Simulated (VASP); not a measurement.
# Sb in VASP: single point with r2SCAN

Aim: the single point of Sb with r2SCAN.

Program: VASP 6.6.1. These are calculated values, not measurements. Logs are shortened: lines on timing, memory, paths and dates and some standing lists are left out, and cuts for length are marked.

## 1. The cell of the first run

The typed cell holds 4 atoms: a = 5.342 Å, b = 5.342 Å, c = 4.373 Å, α = 90.00°, β = 90.00°, γ = 109.51°.

## 2. Single point, r2SCAN

Input file POSCAR:

```
Sb
1.0
    3.0825656805     -4.3623498888      0.0000000000
    3.0825656805      4.3623498888      0.0000000000
    0.0000000000      0.0000000000      4.3729775783
Sb
4
Direct
    0.1250019374      0.8749980626      0.2500533058
    0.6250019374      0.3749980626      0.2499466942
    0.8749980626      0.1250019374      0.7499466942
    0.3749980626      0.6250019374      0.7500533058
```

Input file INCAR.step1:

```
SYSTEM = Sb
  PREC = Accurate
  ENCUT = 520
  ISMEAR = 0
  SIGMA = 0.1
  LREAL = .FALSE.
  LASPH = .TRUE.
  NELM = 100
  NBANDS = 18
  GGA = PE
  ALGO = Normal
  EDIFF = 1E-4
  LWAVE = .TRUE.
  LCHARG = .FALSE.
```

Input file INCAR.step2:

```
SYSTEM = Sb
  PREC = Accurate
  ENCUT = 520
  EDIFF = 1E-7
  ISMEAR = 0
  SIGMA = 0.1
  LREAL = .FALSE.
  LASPH = .TRUE.
  NELM = 100
  ALGO = Normal
  ISIF = 2
  LWAVE = .FALSE.
  LCHARG = .TRUE.
  METAGGA = R2SCAN
  LMIXTAU = .TRUE.
  LELF = .TRUE.
  LVHAR = .TRUE.
  NBANDS = 18
  ISTART = 1
```

Input file KPOINTS:

```
regular mesh
0
G
  10 10 10
  0 0 0
```

Potentials or basis: VASP PAW PBE potentials, release 64 (Sb).

Launch:

```bash
$ cat potpaw_PBE.64/Sb/POTCAR > POTCAR
$ cp INCAR.step1 INCAR
$ mpirun -np 1 vasp_std > vasp.out
$ cp INCAR.step2 INCAR
$ mpirun -np 1 vasp_std > vasp.out
```

OUTCAR:

```text
SYSTEM = Sb
   PREC = Accurate
   ENCUT = 520
   EDIFF = 1E-7
   ISMEAR = 0
   LREAL = .FALSE.
   LASPH = .TRUE.
   NELM = 100
   ISIF = 2
   METAGGA = R2SCAN
   ISTART = 1

 ion  position               nearest neighbor table
   1  0.125  0.875  0.250-   2 3.08   2 3.08   3 3.09   4 3.09   4 3.09   3 3.09
   2  0.625  0.375  0.250-   1 3.08   1 3.08   4 3.09   3 3.09   3 3.09   4 3.09
   3  0.875  0.125  0.750-   4 3.08   4 3.08   1 3.09   2 3.09   2 3.09   1 3.09
   4  0.375  0.625  0.750-   3 3.08   3 3.08   2 3.09   1 3.09   1 3.09   2 3.09

  LATTYP: Found a base centered orthorhombic cell.
 ALAT       =     6.1651313610
 B/A-ratio  =     1.4151685125
 C/A-ratio  =     0.7093080945

  Lattice vectors:

 A1 = (   3.0825656805,  -4.3623498888,   0.0000000000)
 A2 = (   3.0825656805,   4.3623498888,   0.0000000000)
 A3 = (   0.0000000000,   0.0000000000,   4.3729775783)

Analysis of symmetry for initial positions (statically):
=====================================================================
 Subroutine PRICEL returns:
 Original cell was already a primitive cell.

 Routine SETGRP: Setting up the symmetry group for a
 base centered orthorhombic supercell.

 Subroutine GETGRP returns: Found  8 space group operations
 (whereof  4 operations were pure point group operations)
 out of a pool of  8 trial point group operations.

The static configuration has the point symmetry C_2h.
 The point group associated with its full space group is D_2h.

Analysis of symmetry for dynamics (positions and initial velocities):
=====================================================================
 Subroutine PRICEL returns:
 Original cell was already a primitive cell.

 Routine SETGRP: Setting up the symmetry group for a
 base centered orthorhombic supercell.

 Subroutine GETGRP returns: Found  8 space group operations
 (whereof  4 operations were pure point group operations)
 out of a pool of  8 trial point group operations.

The dynamic configuration has the point symmetry C_2h.
 The point group associated with its full space group is D_2h.

 Subroutine INISYM returns: Found  8 space group operations
 (whereof  4 operations are pure point group operations),
 and found     1 'primitive' translations

----------------------------------------------------------------------------------------

                                     Primitive cell

  volume of cell :     117.6089

  direct lattice vectors                    reciprocal lattice vectors
     3.082565681 -4.362349889  0.000000000     0.162202545 -0.114617124  0.000000000
     3.082565681  4.362349889  0.000000000     0.162202545  0.114617124  0.000000000
     0.000000000  0.000000000  4.372977578     0.000000000  0.000000000  0.228677139

  length of vectors
     5.341564165  5.341564165  4.372977578     0.198612062  0.198612062  0.228677139

  position of ions in fractional coordinates (direct lattice)
     0.125001937  0.874998063  0.250053306
     0.625001937  0.374998063  0.249946694
     0.874998063  0.125001937  0.749946694
     0.374998063  0.625001937  0.750053306

  ion indices of the primitive-cell ions
   primitive index   ion index
                 1           1
                 2           2
                 3           3
                 4           4

----------------------------------------------------------------------------------------

 KPOINTS: regular mesh

Automatic generation of k-mesh.
 Grid dimensions read from file:
 generate k-points for:   10   10   10

 Generating k-lattice:

  Cartesian coordinates                     Fractional coordinates (reciprocal lattice)
     0.016220255 -0.011461712  0.000000000     0.100000000  0.000000000  0.000000000
     0.016220255  0.011461712  0.000000000     0.000000000  0.100000000  0.000000000
     0.000000000  0.000000000  0.022867714     0.000000000  0.000000000  0.100000000

  Length of vectors
     0.019861206  0.019861206  0.022867714

  Shift w.r.t. Gamma in fractional coordinates (k-lattice)
     0.000000000  0.000000000  0.000000000

 Subroutine IBZKPT returns following result:
 ===========================================

 Found    186 irreducible k-points:

 Following reciprocal coordinates:
            Coordinates               Weight
  0.000000  0.000000  0.000000      1.000000
  0.100000 -0.000000  0.000000      4.000000
  0.200000 -0.000000  0.000000      4.000000
  0.300000 -0.000000  0.000000      4.000000
  0.400000  0.000000  0.000000      4.000000
  0.500000 -0.000000  0.000000      2.000000
[... 16 lines left out ...]
  0.300000  0.300000  0.000000      2.000000
  0.400000  0.300000  0.000000      4.000000
 [... further k-points ...]
   k-points           NKPTS =    186   k-points in BZ     NKDIM =    186   number of bands    NBANDS=     18
   number of dos      NEDOS =    301   number of ions     NIONS =      4
   total plane-waves  NPLWV =  57600
   dimension x,y,z NGX =    40 NGY =   40 NGZ =   36
   dimension x,y,z NGXF=    80 NGYF=   80 NGZF=   72
   ions per type =               4
   NGX,Y,Z   is equivalent  to a cutoff of  12.45, 12.45, 13.69 a.u.
   NGXF,Y,Z  is equivalent  to a cutoff of  24.90, 24.90, 27.37 a.u.
 SYSTEM =  Sb
   PREC   = accura    normal or accurate (medium, high low for compatibility)
   ISTART =      1    job   : 0-new  1-cont  2-samecut
   ICHARG =      0    charge: 1-file 2-atom 10-const
   ISPIN  =      1    spin polarized calculation?
   LNONCOLLINEAR =      F non collinear calculations
   LSORBIT =      F    spin-orbit coupling
   LASPH  =      T    aspherical Exc in radial PAW
   ENCUT  =  520.0 eV  38.22 Ry    6.18 a.u.   9.93  9.93  8.13*2*pi/ulx,y,z
   NELM   =    100;   NELMIN=  2; NELMDL=  0     # of ELM steps
   EDIFF  = 0.1E-06   stopping-criterion for ELM
   LREAL  =      F    real-space projection
   EDIFFG = 0.1E-05   stopping-criterion for IOM
   NSW    =      0    number of steps for IOM
   IBRION =     -1    ionic relax: 0-MD 1-quasi-New 2-CG
   NFREE  =      0    steps in history (QN), initial steepest desc. (CG)
   ISIF   =      2    stress and relaxation
   ISYM   =      2    0-nonsym 1-usesym 2-fastsym
   POTIM  = 0.5000    time-step for ionic-motion
   TEBEG  =    0.0;   TEEND  =   0.0 temperature during run
   PSTRESS=    0.0 pullay stress
   NELECT =      20.0000    total number of electrons
   NUPDOWN=      -1.0000    fix difference up-down
   EMIN   =  10.00;   EMAX   =-10.00  energy-range for DOS
   EFERMI =   0.00;   METHOD = LEGACY
   ISMEAR =     0;   SIGMA  =   0.10  broadening in eV -4-tet -1-fermi 0-gaus
   EFERMI_NEDOS =   21; number of points for ismear=-14 and -15
   IALGO  =     38    algorithm
   IMIX   =      4    mixing-type and parameters
     AMIX     =   0.40;   BMIX     =  1.00
     AMIX_MAG =   1.60;   BMIX_MAG =  1.00
  volume/ion in A,a.u.               =      29.40       198.42
  Fermi-wavevector in a.u.,A,eV,Ry     =   0.906995  1.713972 11.192691  0.822640
  Thomas-Fermi vector in A             =   2.030749
   LORBIT       =      0    0 simple, 1 ext, 2 COOP (PROOUT), +10 PAW based schemes
   METAGGA = R2SCAN    functional components
   LHFCALC =     F    Hartree Fock is set to
   AEXX    =    0.0000 exact exchange contribution
   IVDW    =     0    specifies the selected vdW correction
   LEPSILON=     F    determine dielectric tensor
   LRPA    =     F    only Hartree local field effects (RPA)
 non-spin polarized calculation
 Gauss-broadening in eV      SIGMA  =   0.10
  energy-cutoff  :      520.00
  volume of cell :      117.61
 maximum number of plane-waves:      3212
   NGX = 19   NGY = 19   NGZ = 17

 number of electron      20.0000001 magnetization

 Free energy of the ion-electron system (eV)
  ---------------------------------------------------
  ext. energy  EPLUGINS =         0.00000000
  ---------------------------------------------------
  free energy    TOTEN  =      -102.56975170 eV

  energy without entropy =     -102.55954829  energy(sigma->0) =     -102.56464999

 E-fermi :   7.2682     XC(G=0): -10.1744

 val. band max:        7.2553695721   @ k =   0.5000   0.2000   0.1000
 cond. band min:       7.2692527924   @ k =   0.0000   0.0000   0.4000
 fundamental gap:      0.0138832203
 Fermi energy:         7.2681718430

 k-point     1 :       0.0000    0.0000    0.0000
  band No.  band energies     occupation
      1      -5.8482      2.00000
      2      -1.2511      2.00000
      3      -1.2509      2.00000
      4      -0.3984      2.00000
      5       2.9615      2.00000
      6       2.9617      2.00000
[... 10 lines left out ...]
     17      13.2294      0.00000
     18      13.2295      0.00000

 k-point     2 :       0.1000   -0.0000    0.0000
  band No.  band energies     occupation
      1      -5.7897      2.00000
      2      -1.7536      2.00000
      3      -0.9962      2.00000
      4      -0.4401      2.00000
      5       2.8892      2.00000
      6       3.4329      2.00000
[... 10 lines left out ...]
     17      13.0915      0.00000
     18      13.8158      0.00000

 k-point     3 :       0.2000   -0.0000    0.0000
  band No.  band energies     occupation
      1      -5.6145      2.00000
      2      -2.4215      2.00000
      3      -0.9301      2.00000
      4      -0.5475      2.00000
      5       3.2166      2.00000
      6       3.6127      2.00000
[... 10 lines left out ...]
     17      13.3265      0.00000
     18      13.5801      0.00000

 k-point     4 :       0.3000   -0.0000    0.0000
  band No.  band energies     occupation
      1      -5.3243      2.00000
      2      -3.1335      2.00000
      3      -0.9350      2.00000
      4      -0.6818      2.00000
      5       3.8260      2.00000
      6       3.9082      2.00000
[... 375 lines left out ...]
      4       0.5101      2.00000
      5       1.9090      2.00000
      6       3.7575      2.00000
[... 10 lines left out ...]
     17      12.2372      0.00000
     18      13.0110      0.00000

 k-point    23 :       0.3000    0.3000    0.0000
  band No.  band energies     occupation
      1      -4.5103      2.00000
      2      -3.3375      2.00000
      3      -3.3373      2.00000
      4       1.0628      2.00000
      5       3.9922      2.00000
      6       4.5227      2.00000
[... 10 lines left out ...]
     17      11.9512      0.00000
     18      14.4008      0.00000

 k-point    24 :       0.4000    0.3000    0.0000
  band No.  band energies     occupation
      1      -4.0661      2.00000
      2      -3.9554      2.00000
      3      -3.2270      2.00000
      4       1.4784      2.00000
      5       2.9707      2.00000
      6       4.8659      2.00000
[... 10 lines left out ...]
     17      12.1803      0.00000
     18      13.6004      0.00000

 [... further k-points ...]

------------------------ aborting loop because EDIFF is reached ----------------------------------------

  FORCE on cell =-STRESS in cart. coord.  units (eV):
  Direction    XX          YY          ZZ          XY          YZ          ZX
  --------------------------------------------------------------------------------------
  -------------------------------------------------------------------------------------
  Total        0.0330103      0.0067213     -0.0038006      0.0000000      0.0000000      0.0000000
  in kB        0.4496976      0.0915643     -0.0517751      0.0000000      0.0000000      0.0000000
  external PRESSURE =       0.1631623 kB  Pullay stress =       0.0000000 kB

 VOLUME and BASIS-vectors are now :
 -----------------------------------------------------------------------------
  energy-cutoff  :      520.00
  volume of cell :      117.61
      direct lattice vectors                 reciprocal lattice vectors
     3.082565681 -4.362349889  0.000000000     0.162202545 -0.114617124  0.000000000
     3.082565681  4.362349889  0.000000000     0.162202545  0.114617124  0.000000000
     0.000000000  0.000000000  4.372977578     0.000000000  0.000000000  0.228677139

 POSITION                                       TOTAL-FORCE (eV/Angst)
 -----------------------------------------------------------------------------------
      3.08257      3.27175      1.09348         0.000000      0.000059     -0.001241
      3.08257     -1.09060      1.09301         0.000000      0.000059      0.001241
      3.08257     -3.27175      3.27950         0.000000     -0.000059      0.001241
      3.08257      1.09060      3.27997         0.000000     -0.000059     -0.001241
 -----------------------------------------------------------------------------------
    total drift:                                0.000000     -0.000000      0.000000

  FREE ENERGIE OF THE ION-ELECTRON SYSTEM (eV)
  ---------------------------------------------------
  free  energy   TOTEN  =      -102.5697516972 eV

  energy  without entropy=     -102.5595482914  energy(sigma->0) =     -102.56464999
```

Wall time 23 min (1 thread of AMD EPYC 7R43 (Zen 3), shared host); peak memory 0.42 GiB.

What came out:

```yaml
Free_energy: -102.5698 eV
Pressure: 0.0 GPa
Band_gap_on_the_k_mesh: zero (band 10 reaches 8.40 eV, above the bottom of band 11 at 6.21 eV)
```

Caveat: the PAW data sets were made with another functional, which shifts forces and pressure a little; spin-orbit coupling is left out, which moves the levels of the heavy elements.
